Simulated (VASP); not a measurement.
# Ta8C9 (a cell with a defect): single point with LDA

The system is Ta8C9 (a cell with a defect).

```xyz
17
Lattice="0.0000 4.4900 4.4900 4.4900 0.0000 4.4900 4.4900 4.4900 0.0000" Properties=species:S:1:pos:R:3 pbc="T T T"
Ta    0.0413   -0.3324   -0.0762
Ta    2.5660    2.0602   -0.1129
Ta    2.5980   -0.2962    2.0867
Ta    4.9758    2.1041    2.2266
Ta    0.2351    2.0289    2.5616
Ta    2.6770    4.2756    2.1358
Ta    2.5863    2.0272    4.3934
Ta    4.9070    4.1084    4.6439
C     2.6675    2.1650    2.2048
C     4.7485    4.5360    2.2229
C     4.8085    1.8643    4.6268
C     6.9161    4.3703    4.2446
C     2.8605    4.3380    4.5524
C     5.0313    6.3894    4.6861
C     4.6450    4.2603    6.7748
C     7.1412    6.3959    6.7380
C     1.0545    1.0829    1.0156
```

```
Program                : VASP 6.6.1
Task                   : single point
Functional             : LDA
Potentials or basis    : VASP PAW LDA potentials, release 64 (Ta_pv, C)
Cutoff                 : 520 eV
k mesh                 : 2 × 2 × 2
Occupations            : fermi-dirac, width 0.15 eV
Spin                   : no spin polarisation
Dipole correction      : no
Further INCAR settings : LREAL = Auto; ALGO = Normal; EDIFF = 1e-06; NBANDS = 76
```

```
Pressure               : 9.1 GPa
Largest force          : 4.125 eV/Å
Band gap on the k mesh : zero (bands 62 and 63 overlap by 0.68 eV)
```

Forces on the atoms (eV/Å):
```
Ta   0.925 -1.054 -0.797
Ta   1.215 -0.292  2.333
Ta  -1.567  1.193  0.274
Ta  -1.389 -0.398  0.700
Ta  -0.147  3.849  1.476
Ta  -1.218 -0.546  0.790
Ta   1.261  0.746 -0.197
Ta  -0.021  0.801 -0.582
C    0.288 -0.738  0.941
C    1.651 -3.583 -1.022
C   -0.445  1.508 -1.183
C    1.856 -1.253  2.360
C   -1.543 -1.583 -3.000
C   -3.047  1.253 -1.718
C    2.402  0.269 -0.332
C   -1.073  2.168 -0.957
C    0.851 -2.339  0.913
```

Stress tensor (GPa, compression positive):
```
16.68 -0.39 -2.57
-0.39  3.26  9.64
-2.57  9.64  7.41
```

Levels at points of the mesh, in eV from the Fermi level:
| k point | band 60 | band 61 | band 62 | band 63 | band 64 | band 65 |
| --- | --- | --- | --- | --- | --- | --- |
| (0.00, 0.00, 0.00) | -0.81 | -0.60 | -0.23 | 0.37 | 0.66 | 1.20 |
| (0.50, 0.00, 0.00) | -0.89 | -0.67 | -0.57 | -0.08 | 0.21 | 0.48 |
| (0.00, 0.50, 0.00) | -0.90 | -0.78 | -0.35 | -0.12 | 0.37 | 0.39 |
| (0.00, 0.00, 0.50) | -0.86 | -0.64 | -0.28 | -0.07 | 0.20 | 0.38 |
| (0.50, 0.50, 0.50) | -1.00 | -0.81 | -0.45 | -0.26 | 0.23 | 0.35 |
| (0.50, 0.50, 0.00) | -0.43 | -0.12 | 0.27 | 0.58 | 0.82 | 1.21 |
| (0.00, 0.50, 0.50) | -0.58 | -0.29 | 0.10 | 0.53 | 1.00 | 1.20 |
| (0.50, 0.00, 0.50) | -0.54 | -0.03 | 0.42 | 0.80 | 1.03 | 1.25 |

Wall time 4.1 min on 1 thread of Intel(R) Xeon(R) Platinum 8488C (Sapphire Rapids), on a shared host, peak memory 0.3 GiB.

Caveat: the k points lie up to 0.61 Å⁻¹ apart, too coarse for converged energies and pressures of a metal; the atoms stand as in a frame of molecular dynamics; spin-orbit coupling is left out, which moves the levels of the heavy elements.
